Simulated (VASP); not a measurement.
# Ni in VASP: single point with PBE

Aim: the single point of Ni with PBE.

Program: VASP 6.6.1. These are calculated values, not measurements. Logs are shortened: lines on timing, memory, paths and dates and some standing lists are left out, and cuts for length are marked.

## 1. The cell of the first run

The cell holds a slab with vacuum, 8 atoms: a = 2.488 Å, b = 2.488 Å, c = 27.315 Å, α = 90.00°, β = 90.00°, γ = 90.00°.

## 2. Single point, PBE, collinear spin, ferromagnetic start

Input file INCAR:

```
SYSTEM = Ni
PREC = Accurate
ENCUT = 520
EDIFF = 1E-6
ISMEAR = 0
SIGMA = 0.1
LREAL = .FALSE.
LASPH = .TRUE.
NELM = 150
ALGO = Normal
ISIF = 2
LWAVE = .FALSE.
LCHARG = .TRUE.
ISPIN = 2
MAGMOM = 0.75 0.75 0.75 0.75 0.75 0.75 0.75 0.75
LORBIT = 11
LMAXMIX = 4
LDIPOL = .TRUE.
IDIPOL = 3
DIPOL = 0.5 0.5 0.500
GGA = PE
LVHAR = .TRUE.
LVACPOTAV = .TRUE.
NBANDS = 54
KPAR = 4
```

Input file KPOINTS:

```
regular mesh
0
G
  14 14 1
  0 0 0
```

Input file POSCAR:

```
Ni
1.0
    2.4879379460      0.0000000000      0.0000000000
    0.0000000000      2.4879379460      0.0000000000
    0.0000000000      0.0000000000     27.3146645496
Ni
8
Direct
    0.5000000000      0.5000000000      0.2745777817
    0.0000000000      0.0000000000      0.3389841298
    0.5000000000      0.5000000000      0.4033904779
    0.0000000000      0.0000000000      0.4677968260
    0.5000000000      0.5000000000      0.5322031740
    0.0000000000      0.0000000000      0.5966095221
    0.5000000000      0.5000000000      0.6610158702
    0.0000000000      0.0000000000      0.7254222183
```

Potentials or basis: VASP PAW PBE potentials, release 64 (Ni).

Started as:

```sh
$ cat potpaw_PBE.64/Ni/POTCAR > POTCAR
$ mpirun -np 4 vasp_std > vasp.out
```

OUTCAR:

```text
SYSTEM = Ni
   PREC = Accurate
   ENCUT = 520
   EDIFF = 1E-6
   ISMEAR = 0
   LREAL = .FALSE.
   LASPH = .TRUE.
   NELM = 150
   ISIF = 2
   ISPIN = 2
   LORBIT = 11
   GGA = PE

 ion  position               nearest neighbor table
   1  0.500  0.500  0.275-   2 2.49   2 2.49   2 2.49   2 2.49
   2  0.000  0.000  0.339-   1 2.49   1 2.49   1 2.49   1 2.49   3 2.49   3 2.49   3 2.49   3 2.49

   3  0.500  0.500  0.403-   2 2.49   4 2.49   2 2.49   4 2.49   2 2.49   4 2.49   2 2.49   4 2.49

   4  0.000  0.000  0.468-   5 2.49   5 2.49   5 2.49   5 2.49   3 2.49   3 2.49   3 2.49   3 2.49

   5  0.500  0.500  0.532-   4 2.49   4 2.49   4 2.49   4 2.49   6 2.49   6 2.49   6 2.49   6 2.49

   6  0.000  0.000  0.597-   5 2.49   7 2.49   5 2.49   7 2.49   5 2.49   7 2.49   5 2.49   7 2.49

   7  0.500  0.500  0.661-   8 2.49   8 2.49   8 2.49   8 2.49   6 2.49   6 2.49   6 2.49   6 2.49

   8  0.000  0.000  0.725-   7 2.49   7 2.49   7 2.49   7 2.49

  LATTYP: Found a simple tetragonal cell.
 ALAT       =     2.4879379460
 C/A-ratio  =    10.9788367485

  Lattice vectors:

 A1 = (   2.4879379460,   0.0000000000,   0.0000000000)
 A2 = (   0.0000000000,   2.4879379460,   0.0000000000)
 A3 = (   0.0000000000,   0.0000000000,  27.3146645496)

Analysis of symmetry for initial positions (statically):
=====================================================================
 Subroutine PRICEL returns:
 Original cell was already a primitive cell.

 Routine SETGRP: Setting up the symmetry group for a
 simple tetragonal supercell.

 Subroutine GETGRP returns: Found 16 space group operations
 (whereof  8 operations were pure point group operations)
 out of a pool of 16 trial point group operations.

The static configuration has the point symmetry C_4v.
 The point group associated with its full space group is D_4h.

Analysis of symmetry for dynamics (positions and initial velocities):
=====================================================================
 Subroutine PRICEL returns:
 Original cell was already a primitive cell.

 Routine SETGRP: Setting up the symmetry group for a
 simple tetragonal supercell.

 Subroutine GETGRP returns: Found 16 space group operations
 (whereof  8 operations were pure point group operations)
 out of a pool of 16 trial point group operations.

The dynamic configuration has the point symmetry C_4v.
 The point group associated with its full space group is D_4h.

Analysis of structural, dynamic, and magnetic symmetry:
=====================================================================
 Subroutine PRICEL returns:
 Original cell was already a primitive cell.

 Routine SETGRP: Setting up the symmetry group for a
 simple tetragonal supercell.

 Subroutine GETGRP returns: Found 16 space group operations
 (whereof  8 operations were pure point group operations)
 out of a pool of 16 trial point group operations.

The overall configuration has the point symmetry C_4v.
 The point group associated with its full space group is D_4h.

 Subroutine INISYM returns: Found 16 space group operations
 (whereof  8 operations are pure point group operations),
 and found     1 'primitive' translations

----------------------------------------------------------------------------------------

                                     Primitive cell

  volume of cell :     169.0733

  direct lattice vectors                    reciprocal lattice vectors
     2.487937946  0.000000000  0.000000000     0.401939285  0.000000000  0.000000000
     0.000000000  2.487937946  0.000000000     0.000000000  0.401939285  0.000000000
     0.000000000  0.000000000 27.314664550     0.000000000  0.000000000  0.036610371

  length of vectors
     2.487937946  2.487937946 27.314664550     0.401939285  0.401939285  0.036610371

  position of ions in fractional coordinates (direct lattice)
     0.500000000  0.500000000  0.274577782
     0.000000000  0.000000000  0.338984130
     0.500000000  0.500000000  0.403390478
     0.000000000  0.000000000  0.467796826
     0.500000000  0.500000000  0.532203174
     0.000000000  0.000000000  0.596609522
     0.500000000  0.500000000  0.661015870
     0.000000000  0.000000000  0.725422218

[... 72 lines left out ...]
 SYSTEM =  Ni
   PREC   = accura    normal or accurate (medium, high low for compatibility)
   ISTART =      0    job   : 0-new  1-cont  2-samecut
   ICHARG =      2    charge: 1-file 2-atom 10-const
   ISPIN  =      2    spin polarized calculation?
   LNONCOLLINEAR =      F non collinear calculations
   LSORBIT =      F    spin-orbit coupling
   LASPH  =      T    aspherical Exc in radial PAW
   ENCUT  =  520.0 eV  38.22 Ry    6.18 a.u.   4.63  4.63 50.79*2*pi/ulx,y,z
   NELM   =    150;   NELMIN=  2; NELMDL= -5     # of ELM steps
   EDIFF  = 0.1E-05   stopping-criterion for ELM
   LREAL  =      F    real-space projection
   EDIFFG = 0.1E-04   stopping-criterion for IOM
   NSW    =      0    number of steps for IOM
   IBRION =     -1    ionic relax: 0-MD 1-quasi-New 2-CG
   NFREE  =      0    steps in history (QN), initial steepest desc. (CG)
   ISIF   =      2    stress and relaxation
   ISYM   =      2    0-nonsym 1-usesym 2-fastsym
   POTIM  = 0.5000    time-step for ionic-motion
   TEBEG  =    0.0;   TEEND  =   0.0 temperature during run
   PSTRESS=    0.0 pullay stress
   NELECT =      80.0000    total number of electrons
   NUPDOWN=      -1.0000    fix difference up-down
   EMIN   =  10.00;   EMAX   =-10.00  energy-range for DOS
   EFERMI =   0.00;   METHOD = LEGACY
   ISMEAR =     0;   SIGMA  =   0.10  broadening in eV -4-tet -1-fermi 0-gaus
   EFERMI_NEDOS =   21; number of points for ismear=-14 and -15
   IALGO  =     38    algorithm
   IMIX   =      4    mixing-type and parameters
     AMIX     =   0.40;   BMIX     =  1.00
     AMIX_MAG =   1.60;   BMIX_MAG =  1.00
  volume/ion in A,a.u.               =      21.13       142.62
  Fermi-wavevector in a.u.,A,eV,Ry     =   1.275694  2.410712 22.142055  1.627395
  Thomas-Fermi vector in A             =   2.408392
   LORBIT       =     11    0 simple, 1 ext, 2 COOP (PROOUT), +10 PAW based schemes
   GGA     = PE    functional components
   LHFCALC =     F    Hartree Fock is set to
   AEXX    =    0.0000 exact exchange contribution
   IVDW    =     0    specifies the selected vdW correction
   LEPSILON=     F    determine dielectric tensor
   LRPA    =     F    only Hartree local field effects (RPA)
 spin polarized calculation
 Gauss-broadening in eV      SIGMA  =   0.10
  energy-cutoff  :      520.00
  volume of cell :      169.07
 maximum number of plane-waves:      4641
 NGX is ok and might be reduce to    20
   NGX =  9   NGY =  9   NGZ =101

 dipolmoment           0.000000      0.000000      0.000000 electrons x Angstroem

 number of electron      79.9999954 magnetization       5.0873895

 dipolmoment           0.000000      0.000000     -0.000000 electrons x Angstroem

 Free energy of the ion-electron system (eV)
  ---------------------------------------------------
  ext. energy  EPLUGINS =         0.00000000
  ---------------------------------------------------
  free energy    TOTEN  =       -42.05807649 eV

  energy without entropy =      -41.98617471  energy(sigma->0) =      -42.02212560

 E-fermi :   2.5099     XC(G=0):  -7.5331

 val. band max:        2.5087584263   @ k =   0.3571   0.1429   0.0000
 cond. band min:       2.5114822946   @ k =   0.5000   0.4286   0.0000
 fundamental gap:      0.0027238684
 Fermi energy:         2.5099228502

 spin component 1

 k-point     1 :       0.0000    0.0000    0.0000
  band No.  band energies     occupation
      1      -6.3108      1.00000
      2      -5.7728      1.00000
      3      -4.9269      1.00000
      4      -3.8801      1.00000
      5      -2.8394      1.00000
      6      -2.1994      1.00000
[... 1309 lines left out ...]
     51       9.5547      0.00000
     52      10.1666      0.00000

 [... further k-points ...]

 spin component 2

 k-point     1 :       0.0000    0.0000    0.0000
  band No.  band energies     occupation
      1      -6.3488      1.00000
      2      -5.8084      1.00000
      3      -4.9570      1.00000
      4      -3.8942      1.00000
      5      -2.7952      1.00000
      6      -2.0034      1.00000
[... 1309 lines left out ...]
     51       9.7861      0.00000
     52      10.3615      0.00000

 [... further k-points ...]

 [bands above 52 left out]

------------------------ aborting loop because EDIFF is reached ----------------------------------------

  FORCE on cell =-STRESS in cart. coord.  units (eV):
  Direction    XX          YY          ZZ          XY          YZ          ZX
  --------------------------------------------------------------------------------------
  -------------------------------------------------------------------------------------
  Total       -2.1747405     -2.1747405     -1.1020339      0.0000000      0.0000000     -0.0000000
  in kB      -20.6083428    -20.6083428    -10.4431271      0.0000000      0.0000000     -0.0000000
  external PRESSURE =     -17.2199375 kB  Pullay stress =       0.0000000 kB

 VOLUME and BASIS-vectors are now :
 -----------------------------------------------------------------------------
  energy-cutoff  :      520.00
  volume of cell :      169.07
      direct lattice vectors                 reciprocal lattice vectors
     2.487937946  0.000000000  0.000000000     0.401939285  0.000000000  0.000000000
     0.000000000  2.487937946  0.000000000     0.000000000  0.401939285  0.000000000
     0.000000000  0.000000000 27.314664550     0.000000000  0.000000000  0.036610371

 POSITION                                       TOTAL-FORCE (eV/Angst)
 -----------------------------------------------------------------------------------
      1.24397      1.24397      7.50000         0.000000      0.000000      0.338247
      0.00000      0.00000      9.25924        -0.000000     -0.000000     -0.360659
      1.24397      1.24397     11.01848         0.000000     -0.000000      0.023013
      0.00000      0.00000     12.77771         0.000000      0.000000      0.006888
      1.24397      1.24397     14.53695        -0.000000      0.000000     -0.006888
      0.00000      0.00000     16.29619         0.000000      0.000000     -0.023013
      1.24397      1.24397     18.05543         0.000000      0.000000      0.360659
      0.00000      0.00000     19.81466         0.000000     -0.000000     -0.338247
 -----------------------------------------------------------------------------------
    total drift:                               -0.000000     -0.000000     -0.000000

  FREE ENERGIE OF THE ION-ELECTRON SYSTEM (eV)
  ---------------------------------------------------
  free  energy   TOTEN  =       -42.0580764908 eV

  energy  without entropy=      -41.9861747137  energy(sigma->0) =      -42.02212560

 vacuum level on the upper side and lower side of the slab         7.395         7.395

 total charge

# of ion       s       p       d       tot
------------------------------------------
    1        0.469   0.335   8.319   9.123
    2        0.493   0.494   8.311   9.299
    3        0.497   0.497   8.314   9.308
    4        0.497   0.496   8.317   9.310
    5        0.497   0.496   8.317   9.310
    6        0.497   0.497   8.314   9.308
    7        0.493   0.494   8.311   9.299
    8        0.469   0.335   8.319   9.123
--------------------------------------------------
tot          3.912   3.645  66.523  74.080

 magnetization (x)

# of ion       s       p       d       tot
------------------------------------------
    1       -0.003  -0.020   0.746   0.723
    2       -0.007  -0.025   0.673   0.640
    3       -0.007  -0.026   0.662   0.629
    4       -0.007  -0.025   0.646   0.614
    5       -0.007  -0.025   0.646   0.614
    6       -0.007  -0.026   0.662   0.629
    7       -0.007  -0.025   0.673   0.640
    8       -0.003  -0.020   0.746   0.723
--------------------------------------------------
tot         -0.050  -0.192   5.454   5.212
```

Run time: 14 min. Hardware: 4 MPI ranks of Oxide Virtual Turin-like, shared host; peak memory 0.62 GiB.

Results:

```
Free energy                                           : -42.0581 eV
Largest force                                         : 0.361 eV/Å
Net moment                                            : 5.09 μB per cell
Site moments                                          : Ni +0.72, +0.64, +0.63, +0.61 (each value once) μB
Valence electrons inside the program's atomic spheres : Ni 9.12, 9.30, 9.31 (each value once)
```

Forces in eV/Å, atoms in the order of the input:
```
Ni   0.000  0.000  0.338
Ni   0.000  0.000 -0.361
Ni   0.000  0.000  0.023
Ni   0.000  0.000  0.007
Ni   0.000  0.000 -0.007
Ni   0.000  0.000 -0.023
Ni   0.000  0.000  0.361
Ni   0.000  0.000 -0.338
```
